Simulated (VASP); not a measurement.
A run of VASP 6.6.1 is set up as follows.

POSCAR

```
AlN
1.0
    0.0000000000      2.0188684521      2.0390571367
    2.0188684521      0.0000000000      2.0390571367
    2.0188684521      2.0188684521      0.0000000000
Al N
1 1
Direct
    0.0000000000      0.0000000000      0.0000000000
    0.5000000000      0.5000000000      0.5000000000
```

The input INCAR.step1:

```
SYSTEM = AlN
PREC = Accurate
ENCUT = 520
EDIFF = 1E-5
ISMEAR = 0
SIGMA = 0.01
LREAL = .FALSE.
LASPH = .TRUE.
NELM = 60
ALGO = Normal
ISIF = 2
LWAVE = .TRUE.
LCHARG = .FALSE.
NBANDS = 11
GGA = PE
```

File INCAR.step2:

```
SYSTEM = AlN
PREC = Accurate
ENCUT = 520
EDIFF = 1E-7
ISMEAR = 0
SIGMA = 0.01
LREAL = .FALSE.
LASPH = .TRUE.
NELM = 60
ALGO = Normal
ISIF = 2
LWAVE = .FALSE.
LCHARG = .FALSE.
GGA = PE
LHFCALC = .TRUE.
HFSCREEN = 0.2079
PRECFOCK = Normal
NBANDS = 11
ISTART = 1
```

File KPOINTS:

```
Automatic mesh
0
G
  8 8 8
  0 0 0
```

Potentials or basis: VASP PAW PBE potentials, release 64 (Al, N).

Run with:

```console
$ cat potpaw_PBE.64/Al/POTCAR potpaw_PBE.64/N/POTCAR > POTCAR
$ cp INCAR.step1 INCAR
$ mpirun -np 1 vasp_std > vasp.out
$ cp INCAR.step2 INCAR
$ mpirun -np 1 vasp_std > vasp.out
```

(1) Predict the band gap on the k mesh.

(2) Predict the pressure.

## Answers

(1) 5.82 eV (least direct gap 7.05 eV).

(2) -4.1 GPa.

Caveat: the cell differs from its parent crystal (uniaxial z strain +1.0%); the cell stands under tension; the structure was generated, so it needn't be the stable form of AlN; the PAW data sets were made with another functional, which shifts forces and pressure a little.
